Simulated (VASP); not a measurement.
# Si (a cell with a defect) in VASP: single point with PBE+D3(BJ)

Aim: the single point of Si (a cell with a defect) with PBE+D3(BJ).

Program: VASP 6.6.1. These are calculated values, not measurements. Logs are shortened: lines on timing, memory, paths and dates and some standing lists are left out, and cuts for length are marked.

## Step 1: The cell of the first run

The cell holds a defect, 63 atoms: a = 10.860 Å, b = 10.860 Å, c = 10.860 Å, α = 90.00°, β = 90.00°, γ = 90.00°.

## Step 2: Single point, PBE+D3(BJ), collinear spin

The input, INCAR:

```
  ALGO = Normal
  EDIFF = 1E-6
  ENCUT = 400
  GGA = PE
  GGA_COMPAT = False
  ISIF = 2
  ISMEAR = 0
  ISPIN = 2
  IVDW = 12
  LASPH = True
  LCHARG = False
  LORBIT = 11
  LREAL = Auto
  LWAVE = False
  MAGMOM = 0 0 0 0 0 0 0 0 0 0 0 0 0 0 0 0 0 0 0 0 0 0 0 0 0 0 0 0 0 0 0 0 0 0 0 0 0 0 0 0.16 0 0 0 0 0 0 0 0 0 0 0 0 0 0.16 0 0 0 0.16 0.16 0 0 0 0
  NBANDS = 167
  NELECT = 253.0
  NELM = 200
  PREC = Accurate
  SIGMA = 0.05
```

The input, KPOINTS:

```
k-points
0
Gamma
  1 1 1
```

The input, POSCAR:

```
Si
1.0
   10.8600000000      0.0000000000      0.0000000000
    0.0000000000     10.8600000000      0.0000000000
    0.0000000000      0.0000000000     10.8600000000
Si
63
Direct
    0.5003069061     -0.0004172192      0.0008207182
    0.6246021179      0.1254215470      0.1263492634
    0.7504655617      0.2496965930      0.0008369245
    0.8765955801      0.3752157459      0.1233198895
    0.7497546961      0.0002306630      0.2501058011
    0.8735033149      0.1254239411      0.3752702578
    0.0001986188     -0.0012454880     -0.0003517495
    0.1244949355      0.1242491713      0.1255098527
    0.2499501842      0.2489364641      0.0010092081
    0.3748692449      0.3751613260      0.1249550645
    0.5010427256      0.5000885820      0.0009612339
    0.6257522099      0.6255248619      0.1254925414
    0.7513056169      0.7498000921     -0.0003238490
    0.8750504604      0.8749965009      0.1248451197
    0.2499709945      0.0017846225      0.2516969613
    0.3730254144      0.1314334254      0.3812939227
    0.4986884899      0.2513078269      0.2519294659
    0.6185113260      0.3769516575      0.3813709945
    0.7481290055      0.4999874770      0.2517125230
    0.8743227440      0.6255465009      0.3741051565
    0.4986787293      0.0020732044      0.5011769797
    0.6186098527      0.1313922652      0.6268254144
    0.7479511050      0.2513181400      0.5011979742
    0.8749287293      0.3751631676      0.6250103131
    0.7481799263      0.0017605893      0.7498882136
    0.8743240331      0.1242592081      0.8753812155
    0.0061757827      0.4982617864     -0.0062989871
    0.1261181400      0.6239015654      0.1230195212
    0.2517682320      0.7437948435     -0.0063311234
    0.3748211786      0.8734114180      0.1232877532
   -0.0009231123      0.2496639963      0.2494248619
    0.1237216390      0.3751506446      0.3739687845
    0.2499399632      0.5000655617      0.2499986188
    0.3748644567      0.6262872007      0.3739435543
    0.5003515654      0.7509337937      0.2494190608
    0.6245882136      0.8764887661      0.3753019337
   -0.0009571823     -0.0004087477      0.4995567219
    0.1237494475      0.1241075506      0.6250026703
    0.2464453959      0.2635912523      0.5134446593
    0.3123848066      0.4377543278      0.6873255064
    0.4863415285      0.5036084715      0.5135150092
    0.6259233886      0.6262755064      0.6249957643
    0.7504643646      0.7509603131      0.4995593002
    0.8766445672      0.8733919890      0.6250902394
    0.2499370166      0.0001244936      0.7499308471
    0.3748647330      0.1240962247      0.8761282689
    0.4864997238      0.2635290976      0.7534259669
    0.6259273481      0.3751458564      0.8761631676
    0.7498756906      0.5000655617      0.7499280847
    0.8768571823      0.6238973297      0.8737574586
    0.0002104972      0.7497928177      0.2485889503
    0.1244456722      0.8756420810      0.3741720074
   -0.0011360037      0.5000944751      0.4987862799
    0.1384309392      0.6115666667      0.6214778085
    0.2499475138      0.7511219153      0.4988134438
    0.3748646409      0.8750908840      0.6250156538
   -0.0011358195      0.2489221915      0.7499296501
    0.1382950276      0.3716344383      0.8615821363
    0.3783351750      0.6116501842      0.8614838858
    0.5010716390      0.7511130755      0.7499267035
    0.6257214549      0.8756309392      0.8754384899
    0.0062717311      0.7437402394      0.7481156538
    0.1261078269      0.8731512891      0.8737810313
```

Potentials or basis: VASP PAW PBE potentials, release 64 (Si).

On the command line:

```bash
cat potpaw_PBE.64/Si/POTCAR > POTCAR
mpirun -np 1 vasp_gam > vasp.out
```

OUTCAR:

```text
EDIFF = 1E-6
   ENCUT = 400
   GGA = PE
   ISIF = 2
   ISMEAR = 0
   ISPIN = 2
   IVDW = 12
   LASPH = True
   LORBIT = 11
   LREAL = Auto
   NELECT = 253.0
   NELM = 200
   PREC = Accurate
 IVDW          = 12

 ion  position               nearest neighbor table
   1  0.500  1.000  0.001-  30 2.35  46 2.35  61 2.35   2 2.36
   2  0.625  0.125  0.126-   5 2.35   3 2.36   1 2.36  17 2.37
   3  0.750  0.250  0.001-   4 2.35  48 2.35  26 2.35   2 2.36
   4  0.877  0.375  0.123-   3 2.35  31 2.35  19 2.39  27 2.40
   5  0.750  0.000  0.250-   2 2.35  36 2.35   6 2.35  14 2.36
   6  0.874  0.125  0.375-   5 2.35  37 2.36  31 2.36  23 2.37
[... 31 lines left out ...]
  38  0.124  0.124  0.625-  57 2.35  37 2.35  45 2.35  39 2.35
  39  0.246  0.264  0.513-  38 2.35  32 2.35  16 2.45  40 2.77
  40  0.312  0.438  0.687-  54 2.76  41 2.76  39 2.77  59 2.77  47 2.77  58 2.77
  41  0.486  0.504  0.514-  34 2.35  42 2.35  18 2.45  40 2.76
  42  0.626  0.626  0.625-  60 2.35  43 2.35  49 2.35  41 2.35
  43  0.750  0.751  0.500-  44 2.35  42 2.35  20 2.35  36 2.36
  44  0.877  0.873  0.625-  37 2.35  43 2.35  25 2.39  62 2.40
  45  0.250  0.000  0.750-  63 2.35  56 2.35  46 2.35  38 2.35
  46  0.375  0.124  0.876-   9 2.35   1 2.35  45 2.35  47 2.35
[... 15 lines left out ...]
  62  0.006  0.744  0.748-  50 2.35  63 2.35  44 2.40  54 2.45
  63  0.126  0.873  0.874-  45 2.35  29 2.35  62 2.35   7 2.37

  LATTYP: Found a simple cubic cell.
 ALAT       =    10.8600000000

  Lattice vectors:

 A1 = (  10.8600000000,   0.0000000000,   0.0000000000)
 A2 = (   0.0000000000,  10.8600000000,   0.0000000000)
 A3 = (   0.0000000000,   0.0000000000,  10.8600000000)

Analysis of symmetry for initial positions (statically):
=====================================================================
 Subroutine PRICEL returns:
 Original cell was already a primitive cell.

 Routine SETGRP: Setting up the symmetry group for a
 simple cubic supercell.

 Subroutine GETGRP returns: Found  1 space group operations
 (whereof  1 operations were pure point group operations)
 out of a pool of 48 trial point group operations.

The static configuration has the point symmetry C_1 .

Analysis of symmetry for dynamics (positions and initial velocities):
=====================================================================
 Subroutine PRICEL returns:
 Original cell was already a primitive cell.

 Routine SETGRP: Setting up the symmetry group for a
 simple cubic supercell.

 Subroutine GETGRP returns: Found  1 space group operations
 (whereof  1 operations were pure point group operations)
 out of a pool of 48 trial point group operations.

The dynamic configuration has the point symmetry C_1 .

Analysis of structural, dynamic, and magnetic symmetry:
[... 257 lines left out ...]

 E-fermi :   6.2397     XC(G=0):  -9.3614

 val. band max:        6.2391159266   @ k =   0.0000   0.0000   0.0000
 cond. band min:       6.3747289836   @ k =   0.0000   0.0000   0.0000
 fundamental gap:      0.1356130570
 Fermi energy:         6.2397282677

 spin component 1

 k-point     1 :       0.0000    0.0000    0.0000
  band No.  band energies     occupation
      1      -6.1955      1.00000
      2      -5.1441      1.00000
      3      -5.1440      1.00000
      4      -5.1432      1.00000
      5      -5.1432      1.00000
      6      -5.0732      1.00000
[... 130 lines left out ...]
    137       6.8840      0.00000
    138       6.9081      0.00000
 Fermi energy:         6.2397282677

 spin component 2

 k-point     1 :       0.0000    0.0000    0.0000
  band No.  band energies     occupation
      1      -6.1837      1.00000
      2      -5.1320      1.00000
      3      -5.1320      1.00000
      4      -5.1304      1.00000
      5      -5.1303      1.00000
      6      -5.0667      1.00000
[... 130 lines left out ...]
    137       6.8948      0.00000
    138       6.9180      0.00000
 [bands above 138 left out]

------------------------ aborting loop because EDIFF is reached ----------------------------------------

 Edisp (eV)  -19.87856

 E6    (eV) :   -11.6398

 E8    (eV) :    -8.2387

  FORCE on cell =-STRESS in cart. coord.  units (eV):
  Direction    XX          YY          ZZ          XY          YZ          ZX
  --------------------------------------------------------------------------------------
  -------------------------------------------------------------------------------------
  Total       4.36355     4.36681     4.36640     7.53763    -7.54798     7.53326
  in kB       5.45835     5.46243     5.46192     9.42879    -9.44174     9.42332
  external pressure =        5.46 kB  Pullay stress =        0.00 kB

 VOLUME and BASIS-vectors are now :
 -----------------------------------------------------------------------------
  energy-cutoff  :      400.00
  volume of cell :     1280.82
      direct lattice vectors                 reciprocal lattice vectors
    10.860000000  0.000000000  0.000000000     0.092081031  0.000000000  0.000000000
     0.000000000 10.860000000  0.000000000     0.000000000  0.092081031  0.000000000
     0.000000000  0.000000000 10.860000000     0.000000000  0.000000000  0.092081031

 POSITION                                       TOTAL-FORCE (eV/Angst)
 -----------------------------------------------------------------------------------
      5.43333     10.85547      0.00891         0.009007     -0.020603      0.013101
      6.78318      1.36208      1.37215        -0.013288      0.013227      0.025950
      8.15006      2.71170      0.00909         0.020256     -0.009428      0.012852
      9.51983      4.07484      1.33925        -0.008974     -0.006062      0.008385
      8.14234      0.00251      2.71615         0.008485     -0.008032     -0.008386
      9.48625      1.36210      4.07543        -0.025781      0.013286      0.013492
[... 55 lines left out ...]
      0.06811      8.07702      8.12454         0.007772     -0.008038     -0.028021
      1.36953      9.48242      9.48926         0.025656     -0.025889     -0.025831
 -----------------------------------------------------------------------------------
    total drift:                                0.000216      0.001047      0.004792

  FREE ENERGIE OF THE ION-ELECTRON SYSTEM (eV)
  ---------------------------------------------------
  free  energy   TOTEN  =      -345.3744117839 eV

  energy  without entropy=     -345.3439470331  energy(sigma->0) =     -345.35917941

 total charge

# of ion       s       p       d       tot
------------------------------------------
    1        0.741   0.961   0.000   1.702
    2        0.740   0.959   0.000   1.699
    3        0.741   0.961   0.000   1.702
    4        0.745   0.937   0.000   1.682
    5        0.740   0.961   0.000   1.701
    6        0.740   0.959   0.000   1.699
[... 55 lines left out ...]
   62        0.744   0.926   0.000   1.670
   63        0.740   0.960   0.000   1.700
--------------------------------------------------
tot         46.896  59.364   0.000 106.261

 magnetization (x)

# of ion       s       p       d       tot
------------------------------------------
    1        0.000   0.006   0.000   0.006
    2        0.000   0.002   0.000   0.002
    3        0.000   0.006   0.000   0.006
    4        0.000   0.004   0.000   0.005
    5       -0.000   0.001   0.000   0.001
    6        0.000   0.002   0.000   0.002
[... 55 lines left out ...]
   62       -0.000   0.002   0.000   0.001
   63        0.000   0.002   0.000   0.002
--------------------------------------------------
tot          0.053   0.329   0.000   0.381
```

It took 5.1 min on 1 thread of Oxide Virtual Turin-like, shared host; peak memory 0.97 GiB.

What came out:

```
Free energy                                           : -345.3744 eV
Largest force                                         : 0.062 eV/Å
Net moment                                            : 0.95 μB per cell
Site moments                                          : Si +0.01, +0.00, -0.00, +0.03, -0.01 (each value once) μB
Valence electrons inside the program's atomic spheres : Si 1.70, 1.68, 1.67, 1.64, 1.45 (each value once)
Dispersion energy per atom                            : -0.316 eV
```

Forces in eV/Å, atoms in the order of the input:
```
Si   0.009 -0.021  0.013
Si  -0.013  0.013  0.026
Si   0.020 -0.009  0.013
Si  -0.009 -0.006  0.008
Si   0.008 -0.008 -0.008
Si  -0.026  0.013  0.013
Si   0.013 -0.027 -0.013
Si  -0.009 -0.012  0.021
Si   0.002 -0.012  0.020
Si   0.002 -0.003  0.006
Si   0.012 -0.002  0.020
Si   0.013  0.009  0.021
Si   0.026 -0.013 -0.014
Si  -0.008  0.008  0.008
Si  -0.006 -0.008 -0.008
Si  -0.029  0.006  0.006
Si  -0.026  0.026  0.026
Si  -0.007  0.029  0.007
Si   0.008  0.006 -0.007
Si  -0.020  0.009 -0.012
Si  -0.025  0.026  0.026
Si  -0.006  0.006  0.028
Si  -0.026  0.025  0.026
Si  -0.007 -0.003 -0.002
Si   0.009 -0.008  0.006
Si  -0.020 -0.012  0.009
Si   0.007 -0.028 -0.006
Si   0.025 -0.026 -0.026
Si   0.028 -0.007 -0.007
Si   0.006  0.008  0.008
Si  -0.013 -0.010 -0.020
Si  -0.012  0.003 -0.020
Si  -0.003  0.003 -0.007
Si  -0.003  0.012 -0.020
Si   0.009  0.012 -0.020
Si  -0.013  0.026  0.013
Si  -0.013 -0.020 -0.009
Si  -0.012 -0.019  0.003
Si  -0.035 -0.036 -0.036
Si   0.000  0.005 -0.005
Si   0.035  0.035 -0.035
Si   0.020  0.012  0.002
Si   0.020  0.012 -0.009
Si  -0.008  0.008 -0.006
Si  -0.002 -0.007  0.003
Si  -0.002 -0.020  0.012
Si   0.037 -0.037  0.034
Si   0.020  0.002  0.012
Si   0.007  0.003  0.003
Si   0.025 -0.026 -0.026
Si   0.013 -0.013 -0.027
Si  -0.009  0.021 -0.012
Si  -0.020 -0.002 -0.012
Si  -0.035  0.035 -0.035
Si   0.002  0.020 -0.012
Si   0.003  0.006 -0.003
Si  -0.020 -0.012 -0.002
Si  -0.037 -0.034  0.036
Si   0.034  0.036  0.036
Si   0.013  0.020 -0.002
Si   0.012  0.021  0.009
Si   0.008 -0.008 -0.028
Si   0.026 -0.026 -0.026
```

Caveat: the k points lie up to 0.58 Å⁻¹ apart; the cell carries a net charge on a neutralising background, which shifts energy and pressure; the cell is charged against a uniform background, so pressure and absolute levels hang on convention.
